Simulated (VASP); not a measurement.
# NaMn (P6/mmm) in VASP: relaxation of cell and atoms with PBE

Aim: the relaxation of cell and atoms of NaMn with PBE.

All numbers are computed with VASP 6.6.1; they aren't measurements. Logs are shortened: lines on timing, memory, paths and dates and some standing lists are left out, and cuts for length are marked.

### 1 The cell of the first run

Symmetry: P6/mmm, No. 191, hexagonal system. Conventional cell: a = 6.260 Å, b = 6.260 Å, c = 5.234 Å, α = 90.00°, β = 90.00°, γ = 120.00°. Na (site symmetry mmm) has 4 Na at 3.13 Å and 6 Mn at 3.13 to 3.18 Å within 4.1 Å. Within 4.1 Å of Mn (site symmetry 6/mmm) lie 6 Na at 3.13 Å. Mn (site symmetry -6m2) has 6 Na at 3.18 Å and 3 Mn at 3.61 Å within 4.2 Å.

### 2 Relaxation of cell and atoms, PBE, collinear spin, ferromagnetic start

INCAR

```
SYSTEM = NaMn
PREC = Accurate
ENCUT = 500
EDIFF = 1E-7
ISMEAR = 0
SIGMA = 0.1
LREAL = .FALSE.
LASPH = .TRUE.
NELM = 200
ALGO = Normal
ISIF = 3
LWAVE = .FALSE.
LCHARG = .FALSE.
ISPIN = 2
MAGMOM = 0 0 0 4.94 4.94 4.94
LORBIT = 11
LMAXMIX = 4
GGA = PE
IBRION = 2
NSW = 100
EDIFFG = -0.01
GGA_COMPAT = .FALSE.
NELMIN = 4
KPAR = 4
```

KPOINTS

```
Automatic mesh
0
G
  6 6 8
  0 0 0
```

POSCAR

```
NaMn
1.0
    6.2600964385      0.0000000000      0.0000000000
   -3.1300482192      5.4214025458      0.0000000000
    0.0000000000      0.0000000000      5.2339673991
Na Mn
3 3
Direct
    0.5000000000      0.0000000000      0.0000000000
    0.5000000000      0.5000000000      0.0000000000
    0.0000000000      0.5000000000      0.0000000000
    0.0000000000      0.0000000000      0.0000000000
    0.3333333333      0.6666666667      0.5000000000
    0.6666666667      0.3333333333      0.5000000000
```

Potentials or basis: VASP PAW PBE potentials, release 64 (Na_pv, Mn_pv).

Launch:

```bash
> cat potpaw_PBE.64/Na_pv/POTCAR potpaw_PBE.64/Mn_pv/POTCAR > POTCAR
> mpirun -np 4 vasp_std > vasp.out
```

OUTCAR:

```text
SYSTEM = NaMn
   PREC = Accurate
   ENCUT = 500
   EDIFF = 1E-7
   ISMEAR = 0
   LREAL = .FALSE.
   LASPH = .TRUE.
   NELM = 200
   ISIF = 3
   ISPIN = 2
   LORBIT = 11
   GGA = PE
   IBRION = 2
   NSW = 100
   EDIFFG = -0.01
   NELMIN = 4

 ion  position               nearest neighbor table
   1  0.500  0.000  0.000-
   2  0.500  0.500  0.000-
   3  0.000  0.500  0.000-
   4  0.000  0.000  0.000-
   5  0.333  0.667  0.500-
   6  0.667  0.333  0.500-

  LATTYP: Found a hexagonal cell.
 ALAT       =     6.2600964385
 C/A-ratio  =     0.8360841483

  Lattice vectors:

 A1 = (   6.2600964385,   0.0000000000,   0.0000000000)
 A2 = (  -3.1300482192,   5.4214025458,   0.0000000000)
 A3 = (   0.0000000000,   0.0000000000,   5.2339673991)

Analysis of symmetry for initial positions (statically):
=====================================================================
 Subroutine PRICEL returns:
 Original cell was already a primitive cell.

 Routine SETGRP: Setting up the symmetry group for a
 hexagonal supercell.

 Subroutine GETGRP returns: Found 24 space group operations
 (whereof 24 operations were pure point group operations)
 out of a pool of 24 trial point group operations.

The static configuration has the point symmetry D_6h.

Analysis of symmetry for dynamics (positions and initial velocities):
=====================================================================
 Subroutine PRICEL returns:
 Original cell was already a primitive cell.

 Routine SETGRP: Setting up the symmetry group for a
 hexagonal supercell.

 Subroutine GETGRP returns: Found 24 space group operations
 (whereof 24 operations were pure point group operations)
 out of a pool of 24 trial point group operations.

The dynamic configuration has the point symmetry D_6h.

Analysis of structural, dynamic, and magnetic symmetry:
=====================================================================
 Subroutine PRICEL returns:
 Original cell was already a primitive cell.

 Routine SETGRP: Setting up the symmetry group for a
 hexagonal supercell.

 Subroutine GETGRP returns: Found 24 space group operations
 (whereof 24 operations were pure point group operations)
 out of a pool of 24 trial point group operations.

The overall configuration has the point symmetry D_6h.

 Subroutine INISYM returns: Found 24 space group operations
 (whereof 24 operations are pure point group operations),
 and found     1 'primitive' translations

----------------------------------------------------------------------------------------

                                     Primitive cell

  volume of cell :     177.6330

  direct lattice vectors                    reciprocal lattice vectors
     6.260096438  0.000000000  0.000000000     0.159741948  0.092227057  0.000000000
    -3.130048219  5.421402546  0.000000000     0.000000000  0.184454113  0.000000000
     0.000000000  0.000000000  5.233967399     0.000000000  0.000000000  0.191059654

  length of vectors
     6.260096438  6.260096438  5.233967399     0.184454113  0.184454113  0.191059654

  position of ions in fractional coordinates (direct lattice)
     0.500000000  0.000000000  0.000000000
     0.500000000  0.500000000  0.000000000
     0.000000000  0.500000000  0.000000000
     0.000000000  0.000000000  0.000000000
     0.333333333  0.666666667  0.500000000
     0.666666667  0.333333333  0.500000000

  ion indices of the primitive-cell ions
   primitive index   ion index
                 1           1
                 2           2
                 3           3
                 4           4
                 5           5
                 6           6

[... 32 lines left out ...]
  0.166667  0.166667  0.000000      6.000000
  0.333333  0.166667  0.000000     12.000000
[... 16 lines left out ...]
  0.166667  0.000000  0.375000     12.000000
  0.333333  0.000000  0.375000     12.000000
 [... further k-points ...]
   k-points           NKPTS =     35   k-points in BZ     NKDIM =     35   number of bands    NBANDS=     43
   number of dos      NEDOS =    301   number of ions     NIONS =      6
   total plane-waves  NPLWV =  92160
   dimension x,y,z NGX =    48 NGY =   48 NGZ =   40
   dimension x,y,z NGXF=    96 NGYF=   96 NGZF=   80
   ions per type =               3   3
   NGX,Y,Z   is equivalent  to a cutoff of  12.75, 12.75, 12.71 a.u.
   NGXF,Y,Z  is equivalent  to a cutoff of  25.49, 25.49, 25.41 a.u.
 SYSTEM =  NaMn
   PREC   = accura    normal or accurate (medium, high low for compatibility)
   ISTART =      0    job   : 0-new  1-cont  2-samecut
   ICHARG =      2    charge: 1-file 2-atom 10-const
   ISPIN  =      2    spin polarized calculation?
   LNONCOLLINEAR =      F non collinear calculations
   LSORBIT =      F    spin-orbit coupling
   LASPH  =      T    aspherical Exc in radial PAW
   ENCUT  =  500.0 eV  36.75 Ry    6.06 a.u.  11.41 11.41  9.54*2*pi/ulx,y,z
   NELM   =    200;   NELMIN=  4; NELMDL= -5     # of ELM steps
   EDIFF  = 0.1E-06   stopping-criterion for ELM
   LREAL  =      F    real-space projection
   EDIFFG = -.1E-01   stopping-criterion for IOM
   NSW    =    100    number of steps for IOM
   IBRION =      2    ionic relax: 0-MD 1-quasi-New 2-CG
   NFREE  =      1    steps in history (QN), initial steepest desc. (CG)
   ISIF   =      3    stress and relaxation
   ISYM   =      2    0-nonsym 1-usesym 2-fastsym
   POTIM  = 0.5000    time-step for ionic-motion
   TEBEG  =    0.0;   TEEND  =   0.0 temperature during run
   PSTRESS=    0.0 pullay stress
   NELECT =      60.0000    total number of electrons
   NUPDOWN=      -1.0000    fix difference up-down
   EMIN   =  10.00;   EMAX   =-10.00  energy-range for DOS
   EFERMI =   0.00;   METHOD = LEGACY
   ISMEAR =     0;   SIGMA  =   0.10  broadening in eV -4-tet -1-fermi 0-gaus
   EFERMI_NEDOS =   21; number of points for ismear=-14 and -15
   IALGO  =     38    algorithm
   IMIX   =      4    mixing-type and parameters
     AMIX     =   0.40;   BMIX     =  1.00
     AMIX_MAG =   1.60;   BMIX_MAG =  1.00
  volume/ion in A,a.u.               =      29.61       199.79
  Fermi-wavevector in a.u.,A,eV,Ry     =   1.140120  2.154515 17.685864  1.299874
  Thomas-Fermi vector in A             =   2.276823
   LORBIT       =     11    0 simple, 1 ext, 2 COOP (PROOUT), +10 PAW based schemes
   GGA     = PE    functional components
   LHFCALC =     F    Hartree Fock is set to
   AEXX    =    0.0000 exact exchange contribution
   IVDW    =     0    specifies the selected vdW correction
   LEPSILON=     F    determine dielectric tensor
   LRPA    =     F    only Hartree local field effects (RPA)
 conjugate gradient relaxation of ions
 spin polarized calculation
 Gauss-broadening in eV      SIGMA  =   0.10
  energy-cutoff  :      500.00
  volume of cell :      177.63
 maximum number of plane-waves:      4528
 NGX is ok and might be reduce to    48
   NGX = 23   NGY = 23   NGZ = 19

--------------------------------------- Ionic step        1  -------------------------------------------

 number of electron      59.9999998 magnetization      13.6064070

 Free energy of the ion-electron system (eV)
  ---------------------------------------------------
  ext. energy  EPLUGINS =         0.00000000
  ---------------------------------------------------
  free energy    TOTEN  =       -23.23675267 eV

  energy without entropy =      -23.20511517  energy(sigma->0) =      -23.22093392

------------------------ aborting loop because EDIFF is reached ----------------------------------------

  FORCE on cell =-STRESS in cart. coord.  units (eV):
  Direction    XX          YY          ZZ          XY          YZ          ZX
  --------------------------------------------------------------------------------------
  -------------------------------------------------------------------------------------
  Total        0.2602301      0.2602301      0.0735274      0.0000000      0.0000000      0.0000000
  in kB        2.3471693      2.3471693      0.6631870      0.0000000      0.0000000      0.0000000
  external PRESSURE =       1.7858418 kB  Pullay stress =       0.0000000 kB
[... 147 lines left out ...]
--------------------------------------- Ionic step        5  -------------------------------------------

 number of electron      60.0000003 magnetization      13.6290624

 Free energy of the ion-electron system (eV)
  ---------------------------------------------------
  ext. energy  EPLUGINS =         0.00000000
  ---------------------------------------------------
  free energy    TOTEN  =       -23.23858039 eV

  energy without entropy =      -23.20596229  energy(sigma->0) =      -23.22227134

 E-fermi :   1.5711     XC(G=0):  -7.8570

 val. band max:        1.5701847262   @ k =   0.1667   0.0000   0.3750
 cond. band min:       1.5712025314   @ k =   0.1667   0.1667   0.0000
 fundamental gap:      0.0010178052
 Fermi energy:         1.5710824958

 spin component 1

 k-point     1 :       0.0000    0.0000    0.0000
  band No.  band energies     occupation
      1     -49.5478      1.00000
      2     -49.4001      1.00000
      3     -49.4001      1.00000
      4     -49.3308      1.00000
      5     -49.3308      1.00000
      6     -49.3279      1.00000
[... 1069 lines left out ...]
     41       3.3492      0.00000
     42       4.6832      0.00000

 [... further k-points ...]

 spin component 2

 k-point     1 :       0.0000    0.0000    0.0000
  band No.  band energies     occupation
      1     -44.9392      1.00000
      2     -44.9392      1.00000
      3     -44.9337      1.00000
      4     -44.8413      1.00000
      5     -44.8407      1.00000
      6     -44.8139      1.00000
[... 1069 lines left out ...]
     41       4.2453      0.00000
     42       5.4500      0.00000

 [... further k-points ...]

 [bands above 42 left out]

------------------------ aborting loop because EDIFF is reached ----------------------------------------

  FORCE on cell =-STRESS in cart. coord.  units (eV):
  Direction    XX          YY          ZZ          XY          YZ          ZX
  --------------------------------------------------------------------------------------
  -------------------------------------------------------------------------------------
  Total        0.0136803      0.0136803     -0.0504422      0.0000000      0.0000000      0.0000000
  in kB        0.1216162      0.1216162     -0.4484235      0.0000000      0.0000000      0.0000000
  external PRESSURE =      -0.0683970 kB  Pullay stress =       0.0000000 kB
[... 21 lines left out ...]
  FREE ENERGIE OF THE ION-ELECTRON SYSTEM (eV)
  ---------------------------------------------------
  free  energy   TOTEN  =       -23.2385803908 eV

  energy  without entropy=      -23.2059622911  energy(sigma->0) =      -23.22227134

 reached required accuracy - stopping structural energy minimisation

 total charge

# of ion       s       p       d       tot
------------------------------------------
    1        0.123   5.987   0.000   6.110
    2        0.123   5.987   0.000   6.110
    3        0.123   5.987   0.000   6.110
    4        0.367   6.040   4.868  11.275
    5        0.356   6.053   4.864  11.273
    6        0.356   6.053   4.864  11.273
--------------------------------------------------
tot          1.449  36.106  14.595  52.150

 magnetization (x)

# of ion       s       p       d       tot
------------------------------------------
    1       -0.020  -0.003   0.000  -0.023
    2       -0.020  -0.003   0.000  -0.023
    3       -0.020  -0.003   0.000  -0.023
    4        0.096   0.004   4.215   4.316
    5        0.077   0.008   4.187   4.272
    6        0.077   0.008   4.187   4.272
--------------------------------------------------
tot          0.189   0.012  12.590  12.790
```

It took 5.2 min on 4 MPI ranks of Intel Xeon 6975P-C (Granite Rapids), shared host; peak memory 0.59 GiB.

What came out:

| Property | Result |
| --- | --- |
| Free energy | -23.2386 eV |
| Relaxed volume | 30.04 Å³/atom |
| Relaxed cell | a = 6.303 Å, b = 6.303 Å, c = 5.239 Å, α = 90.00°, β = 90.00°, γ = 120.00° |
| Space group after relaxing (to 0.05 Å) | P6/mmm (No. 191) |
| Energy gained by relaxing | 0.3 meV/atom |
| Ionic steps | 5 |
| Pressure after relaxing | 0.0 GPa |
| Net moment | 13.63 μB per cell |
| Site moments | Na -0.02; Mn +4.32, +4.27 μB |
| Valence electrons inside the program's atomic spheres | Na 6.11; Mn 11.28, 11.27 |

Step by step:
| step | energy change (eV) | largest force (eV/Å) | pressure (GPa) | volume (Å³) |
| --- | --- | --- | --- | --- |
| 1 | 0.0000 | 0.0000 | 0.18 | 177.63 |
| 2 | -0.0009 | 0.0000 | 0.11 | 178.48 |
| 3 | -0.0018 | 0.0000 | -0.01 | 180.23 |
| 4 | -0.0018 | 0.0000 | -0.02 | 180.29 |
| 5 | -0.0018 | 0.0000 | -0.01 | 180.23 |

Final structure:
```xyz
6
Lattice="6.3025 0.0000 0.0000 -3.1513 5.4581 0.0000 0.0000 0.0000 5.2391" Properties=species:S:1:pos:R:3 pbc="T T T"
Na    3.1513    0.0000    0.0000
Na    1.5756    2.7291    0.0000
Na   -1.5756    2.7291    0.0000
Mn   -3.1513    5.4581    0.0000
Mn    0.0000    3.6388    2.6195
Mn    3.1513    1.8194    2.6195
```
